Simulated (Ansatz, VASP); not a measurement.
Two plane-wave programs on Sn2Te

File INCAR:

```
  ALGO = Normal
  EDIFF = 1E-7
  EDIFFG = -0.08
  ENCUT = 600
  GGA = PE
  IBRION = 2
  ISIF = 3
  ISMEAR = 0
  LASPH = T
  LCHARG = F
  LREAL = F
  LWAVE = F
  NELM = 100
  NSW = 36
  PREC = Accurate
  SIGMA = 0.2
```

Contents of KPOINTS:

```
k-points
0
Gamma
  5 5 4
```

POSCAR

```
Sn2Te
1.0
    4.4000000000      0.0000000000      0.0000000000
   -2.2000000000      3.8105117800      0.0000000000
    0.0000000000      0.0000000000      5.1500000000
Sn Te
2 1
Direct
    0.3333333300      0.6666666700      0.3400000000
    0.6666666700      0.3333333300      0.6600000000
    0.0000000000      0.0000000000      0.0000000000
```

Input for Ansatz:

```yaml
crystal:
  lattice:
    - [4.4, 0.0, 0.0]
    - [-2.2, 3.81051178, 0.0]
    - [0.0, 0.0, 5.15]
  atoms:
    - { symbol: Sn, position: [0.33333333, 0.66666667, 0.34] }
    - { symbol: Sn, position: [0.66666667, 0.33333333, 0.66] }
    - { symbol: Te, position: [0.0, 0.0, 0.0] }
basis:
  ecutwfc: 420
kpoints:
  mp_grid: { grid: [5, 5, 4] }
hamiltonian:
  xc: pbe
scf:
  occupations: { method: gaussian, width: 0.2 }
  lower_state_search: "off"
output:
  forces: true
  stress: true
  eigenvalues: true
relax:
  adjacent_minimum: "off"
  f_tol: 0.08
  max_steps: 16
  cell: { stress_tol: 0.8 }
```

Alike in both runs: task relaxation of cell and atoms; functional PBE; k mesh 5 × 5 × 4; occupations gaussian, width 0.2 eV; no spin polarisation.

|  | VASP | Ansatz |
| --- | --- | --- |
| version | VASP 6.6.1 | Ansatz 0.2.0 |
| potentials or method | VASP PAW PBE potentials, release 64 (Sn_d, Te), cutoff 600 eV | scalar-relativistic, plane waves, PAW |
| valence electrons in the cell | 34 | 44 |

```tsv
	VASP	Ansatz	Ansatz less VASP
gap on the k mesh at the Fermi level, each at its own relaxed structure (eV)	none	none	-
relaxed volume (Å³/atom)	30.84	31.11	+0.271
relaxed length of the cell vector where the two differ most in proportion (Å)	4.478	4.502	+0.0241
```

A gap of «none» marks a metal or a gap that the smearing closes. VASP's potentials hold 34 valence electrons a cell and Ansatz's 44, so a difference there can come from the potentials and not from the codes.

Neither program's run includes spin-orbit coupling.
